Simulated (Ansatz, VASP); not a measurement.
One calculation of Os, two programs

The input INCAR:

```
SYSTEM = Os
PREC     = Accurate       ! precision mode
ENCUT    = 520            ! plane-wave cutoff, eV
EDIFF    = 1E-6           ! SCF threshold, eV
ISMEAR   = 0              ! smearing method
SIGMA    = 0.1            ! smearing width, eV
LREAL    = .FALSE.        ! projectors in reciprocal space
LASPH    = .TRUE.         ! aspherical terms in the spheres
NELM     = 100            ! most SCF steps
ALGO     = Normal         ! electronic algorithm
ISIF     = 2              ! what is computed and relaxed
LWAVE    = .FALSE.        ! write WAVECAR
LCHARG   = .FALSE.        ! write CHGCAR
NBANDS   = 10             ! bands
```

File KPOINTS:

```
Automatic mesh
0
G
  18 18 18
  0 0 0
```

File POSCAR:

```
Os
1.0
    0.0000000000      1.8796091000      1.8796091000
    1.8796091000      0.0000000000      1.8796091000
    1.8796091000      1.8796091000      0.0000000000
Os
1
Direct
    0.0000000000      0.0000000000      0.0000000000
```

Input for Ansatz:

```yaml
crystal:
  lattice:
    - [0.0, 1.8796091, 1.8796091]
    - [1.8796091, 0.0, 1.8796091]
    - [1.8796091, 1.8796091, 0.0]
  atoms:
    - { symbol: Os, position: [0.0, 0.0, 0.0] }
basis:
  ecutwfc: 420
kpoints:
  mp_grid: { grid: [18, 18, 18] }
hamiltonian:
  xc: lda
scf:
  occupations: { method: gaussian, width: 0.1 }
output:
  forces: true
  stress: true
  eigenvalues: true
```

Alike in both runs: task single point; functional LDA; k mesh 18 × 18 × 18; occupations gaussian, width 0.1 eV; no spin polarisation.

|  | VASP | Ansatz |
| --- | --- | --- |
| version | VASP 6.6.1 | Ansatz 0.2.0 |
| potentials or method | VASP PAW LDA potentials, release 64 (Os), cutoff 520 eV | scalar-relativistic, plane waves, PAW |
| valence electrons in the cell | 8 | 16 |

```csv
,VASP,Ansatz,Ansatz less VASP
gap on the k mesh at the Fermi level (eV),none,none,-
pressure (GPa),17.8,16.3,-1.49
```

LDA's correlation is that of Perdew and Zunger in VASP and of Perdew and Wang (1992) in Ansatz. A gap of «none» marks a metal or a gap that the smearing closes. VASP's potentials hold 8 valence electrons a cell and Ansatz's 16, so a difference there can come from the potentials and not from the codes.

Neither program's run includes spin-orbit coupling.
